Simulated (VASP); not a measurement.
# InSe (Cm) in VASP: further runs, part 2 of 2

VASP 6.6.1. The steps go on from the part before.

### Step 3. Single point, PBEsol (atom 5 (Se) moved -0.100 Å along Cartesian [0 1 0])

INCAR

```
SYSTEM = InSe
PREC = Accurate ; ENCUT = 520
EDIFF = 1E-6 ; ISMEAR = 0
SIGMA = 0.05 ; LREAL = .FALSE.
LASPH = .TRUE. ; NELM = 60
ALGO = Normal ; ISIF = 2
LWAVE = .FALSE. ; LCHARG = .TRUE.
GGA = PS ; LELF = .TRUE.
LVHAR = .TRUE. ; NBANDS = 48
```

KPOINTS

```
Automatic mesh
0
G
  12 12 2
  0 0 0
```

POSCAR

```
InSe
1.0
    4.0473293151      0.0000000000      0.0000000000
   -2.0236646576      3.5050900044      0.0000000000
    0.0000000000      0.0000000000     18.0520649100
In Se
4 4
Direct
    0.0000000000      1.0000000000      0.5773936800
    0.0000000000      1.0000000000      0.4226063200
    0.3333333333      0.6666666667      0.9226095100
    0.3333333333      0.6666666667      0.0773904900
    0.6524016977      0.3048033955      0.8530000700
    0.6666666667      0.3333333333      0.1469999300
    0.3333333333      0.6666666667      0.6470157200
    0.3333333333      0.6666666667      0.3529842800
```

Potentials or basis: VASP PAW PBE potentials, release 64 (In_d, Se).

Command:

```console
$ cat potpaw_PBE.64/In_d/POTCAR potpaw_PBE.64/Se/POTCAR > POTCAR
$ mpirun -np 1 vasp_std > vasp.out
```

OUTCAR:

```text
SYSTEM = InSe
   PREC = Accurate
   ENCUT = 520
   EDIFF = 1E-6
   ISMEAR = 0
   LREAL = .FALSE.
   LASPH = .TRUE.
   NELM = 60
   ISIF = 2
   GGA = PS

 ion  position               nearest neighbor table
   1  0.000  0.000  0.577-   7 2.65   7 2.65   7 2.65   2 2.79
   2  0.000  0.000  0.423-   8 2.65   8 2.65   8 2.65   1 2.79
   3  0.333  0.667  0.923-   5 2.57   5 2.70   5 2.70   4 2.79
   4  0.333  0.667  0.077-   6 2.65   6 2.65   6 2.65   3 2.79
   5  0.652  0.305  0.853-   3 2.57   3 2.70   3 2.70
   6  0.667  0.333  0.147-   4 2.65   4 2.65   4 2.65
   7  0.333  0.667  0.647-   1 2.65   1 2.65   1 2.65
   8  0.333  0.667  0.353-   2 2.65   2 2.65   2 2.65

  LATTYP: Found a hexagonal cell.
 ALAT       =     4.0473293151
 C/A-ratio  =     4.4602411874

  Lattice vectors:

 A1 = (   4.0473293151,   0.0000000000,   0.0000000000)
 A2 = (  -2.0236646576,   3.5050900044,   0.0000000000)
 A3 = (   0.0000000000,   0.0000000000,  18.0520649100)

Analysis of symmetry for initial positions (statically):
=====================================================================
 Subroutine PRICEL returns:
 Original cell was already a primitive cell.
[... 183 lines left out ...]

 val. band max:        2.9044349150   @ k =   0.0000   0.0000   0.0000
 cond. band min:       3.5341737677   @ k =   0.0000   0.0000   0.0000
 fundamental gap:      0.6297388527
 Fermi energy:         3.1692982287

 k-point     1 :       0.0000    0.0000    0.0000
  band No.  band energies     occupation
      1     -11.5585      2.00000
      2     -11.5560      2.00000
      3     -11.3891      2.00000
      4     -11.3655      2.00000
      5     -11.3655      2.00000
      6     -11.3611      2.00000
[... 1213 lines left out ...]
     47       7.3235      0.00000
     48       7.4753      0.00000

 [... further k-points ...]
[... 5 lines left out ...]
  --------------------------------------------------------------------------------------
  -------------------------------------------------------------------------------------
  Total       -1.7558026     -0.8414166     -0.7205485      0.0000000     -0.8173830      0.0000000
  in kB      -10.9847874     -5.2641354     -4.5079514      0.0000000     -5.1137747      0.0000000
  external PRESSURE =      -6.9189581 kB  Pullay stress =       0.0000000 kB

 VOLUME and BASIS-vectors are now :
 -----------------------------------------------------------------------------
  energy-cutoff  :      520.00
  volume of cell :      256.09
      direct lattice vectors                 reciprocal lattice vectors
     4.047329315  0.000000000  0.000000000     0.247076510  0.142649689  0.000000000
    -2.023664658  3.505090004  0.000000000     0.000000000  0.285299379  0.000000000
     0.000000000  0.000000000 18.052064910     0.000000000  0.000000000  0.055395325

 POSITION                                       TOTAL-FORCE (eV/Angst)
 -----------------------------------------------------------------------------------
      0.00000      0.00000     10.42315        -0.000000      0.000794     -0.079612
      0.00000      0.00000      7.62892         0.000000     -0.000138      0.079832
     -0.00000      2.33673     16.65501         0.000000     -0.540731      0.145979
     -0.00000      2.33673      1.39706         0.000000     -0.026430     -0.079286
      2.02366      1.06836     15.39841        -0.000000      0.574061     -0.099204
      2.02366      1.16836      2.65365         0.000000     -0.006292      0.032674
     -0.00000      2.33673     11.67997         0.000000     -0.001164      0.031868
     -0.00000      2.33673      6.37210         0.000000     -0.000100     -0.032252
 -----------------------------------------------------------------------------------
    total drift:                                0.000000     -0.000090      0.000017

  FREE ENERGIE OF THE ION-ELECTRON SYSTEM (eV)
  ---------------------------------------------------
  free  energy   TOTEN  =       -31.1208615578 eV

  energy  without entropy=      -31.1208615578  energy(sigma->0) =      -31.12086156
```

It took 28 min on 1 thread of Oxide Virtual Turin-like, shared host; peak memory 0.86 GiB.

What came out:

```yaml
Free_energy: -31.1209 eV
Pressure: -0.7 GPa
Largest_force: 0.583 eV/Å
Band_gap_on_the_k_mesh: 0.63 eV
```

Forces in eV/Å, atoms in the order of the input:
```
In   0.000  0.001 -0.080
In   0.000  0.000  0.080
In   0.000 -0.541  0.146
In   0.000 -0.026 -0.079
Se   0.000  0.574 -0.099
Se   0.000 -0.006  0.033
Se   0.000 -0.001  0.032
Se   0.000  0.000 -0.032
```

Caveat: the cell differs from its parent crystal (atom 5 (Se) moved -0.100 Å along Cartesian [0 1 0]); the PAW data sets were made with another functional, which shifts forces and pressure a little; spin-orbit coupling is left out, which moves the levels of the heavy elements; this functional lacks dispersion, which binds the layers, so the pressure and a relaxed spacing across them are unreliable.

### Step 4. Single point, PBEsol (atom 5 (Se) moved +0.083 Å along Cartesian [0 1 0])

INCAR

```
ALGO = Normal
EDIFF = 1E-6
ENCUT = 520
GGA = PS
ISIF = 2
ISMEAR = 0
LASPH = T
LCHARG = F
LREAL = F
LWAVE = F
NBANDS = 48
NELM = 60
PREC = Accurate
SIGMA = 0.05
```

KPOINTS

```
k-points
0
Gamma
  12 12 2
```

POSCAR, as its differences from that of step 3:

```diff
@@ -12,3 +12,3 @@
     0.3333333333      0.6666666667      0.0773904900
-    0.6524016977      0.3048033955      0.8530000700
+    0.6785493858      0.3570987716      0.8530000700
     0.6666666667      0.3333333333      0.1469999300
```

Command:

```console
$ cat potpaw_PBE.64/In_d/POTCAR potpaw_PBE.64/Se/POTCAR > POTCAR
$ mpirun -np 1 vasp_std > vasp.out
```

It took 17 min on 1 thread of Oxide Virtual Turin-like, shared host; peak memory 0.86 GiB.

Results (log left out):

```yaml
Free_energy: -31.1320 eV
Pressure: -0.7 GPa
Largest_force: 0.387 eV/Å
Band_gap_on_the_k_mesh: 0.63 eV
```

Forces on the atoms (eV/Å):
```
In   0.000 -0.001 -0.080
In   0.000  0.000  0.080
In   0.000  0.355  0.119
In   0.000  0.020 -0.080
Se   0.000 -0.381 -0.072
Se   0.000  0.005  0.033
Se   0.000  0.001  0.032
Se   0.000  0.000 -0.032
```

Stress tensor (GPa, compression positive):
```
-0.63  0.00  0.00
 0.00 -1.04  0.35
 0.00  0.35 -0.47
```

Levels at points of the mesh, in eV from the valence-band top:
```tsv
k point	band 35	band 36	band 37	band 38	band 39	band 40	band 41	band 42
(0.00, 0.00, 0.00)	-0.97	-0.96	-0.89	0.00	0.63	1.43	2.13	2.17
(0.50, 0.00, 0.00)	-1.94	-1.86	-1.47	-1.35	1.65	1.67	1.87	1.88
(0.00, 0.50, 0.00)	-1.94	-1.88	-1.44	-1.28	1.61	1.63	1.87	1.89
(0.00, 0.00, 0.50)	-0.97	-0.89	-0.57	-0.56	1.12	1.13	2.16	2.16
(0.50, 0.00, 0.50)	-1.91	-1.89	-1.42	-1.35	1.56	1.63	1.88	2.02
(0.00, 0.50, 0.50)	-1.93	-1.91	-1.37	-1.32	1.53	1.63	1.84	2.00
```

Caveat: the cell differs from its parent crystal (atom 5 (Se) moved +0.083 Å along Cartesian [0 1 0]); the PAW data sets were made with another functional, which shifts forces and pressure a little; spin-orbit coupling is left out, which moves the levels of the heavy elements; this functional lacks dispersion, which binds the layers, so the pressure and a relaxed spacing across them are unreliable. A k mesh can miss the band edges.

### Step 5. Overview

| cell | gap on the mesh (eV) | pressure (GPa) | largest force (eV/Å) |
| --- | --- | --- | --- |
| as given, atomic positions A | 0.63 | -0.7 | 0.11 |
| as given, atomic positions B | 0.63 | -0.7 | 0.58 |
| as given, atomic positions C | 0.63 | -0.7 | 0.39 |

Alike in all rows: task single point; level PBEsol; potentials or basis VASP PAW PBE potentials, release 64 (In_d, Se); no spin polarisation; k mesh 12 × 12 × 2; cutoff (eV) 520; smearing gaussian 0.05 eV.

Caveats: the PAW data sets were made with another functional, which shifts forces and pressure a little; spin-orbit coupling is left out, which moves the levels of the heavy elements; this functional lacks dispersion, which binds the layers, so the pressure and a relaxed spacing across them are unreliable.

Absolute energies hang on the potentials; compare differences alone.
